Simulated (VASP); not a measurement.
Wanted: the native input for a VASP 6.6.1 run.

- Task: single point
- Functional: PBEsol
- Potentials or basis: VASP PAW PBE potentials, release 64 (Ti_sv, O)
- Cutoff: 520 eV
- k mesh: 12 × 12 × 8
- Occupations: gaussian, width 0.1 eV
- Spin: no spin polarisation
- Dipole correction: no
- Further INCAR settings: ALGO = Normal; EDIFF = 1e-07; NBANDS = 48

The structure of Ti6O lies in POSCAR:

```
Ti6O
1.0
    5.1536705747      0.0000000000      0.0000000000
   -2.5768352873      4.4632096404      0.0000000000
    0.0000000000      0.0000000000      4.7784520659
Ti O
6 1
Direct
    0.3291779753      0.0000000000      0.2592680545
    0.0000000000      0.3291779753      0.2592680545
    0.6708220247      0.6708220247      0.2592680545
    0.0000000000      0.6708220247      0.7407319455
    0.6708220247      0.0000000000      0.7407319455
    0.3291779753      0.3291779753      0.7407319455
    0.0000000000      0.0000000000      0.0000000000
```

These files were run (other wordings do the same):

INCAR

```
  PREC = Accurate
  ENCUT = 520
  EDIFF = 1E-7
  ISMEAR = 0
  SIGMA = 0.1
  LREAL = F
  LASPH = T
  NELM = 100
  ALGO = Normal
  ISIF = 2
  LWAVE = F
  LCHARG = F
  GGA = PS
  NBANDS = 48
```

KPOINTS

```
Automatic mesh
0
Gamma
  12 12 8
```

Potentials or basis: VASP PAW PBE potentials, release 64 (Ti_sv, O).

Run with:

```sh
$ cat potpaw_PBE.64/Ti_sv/POTCAR potpaw_PBE.64/O/POTCAR > POTCAR
$ mpirun -np 1 vasp_std > vasp.out
```

Results of the run:

```
Pressure               : -7.4 GPa
Largest force          : 0.024 eV/Å
Band gap on the k mesh : zero (bands 39 and 40 overlap by 0.52 eV)
```

Caveat: the cell stands under tension; the PAW data sets were made with another functional, which shifts forces and pressure a little.

Run time: 7 min on 1 thread of Intel(R) Xeon(R) 6975P-C (Granite Rapids), on a shared host, peak memory 0.57 GiB.
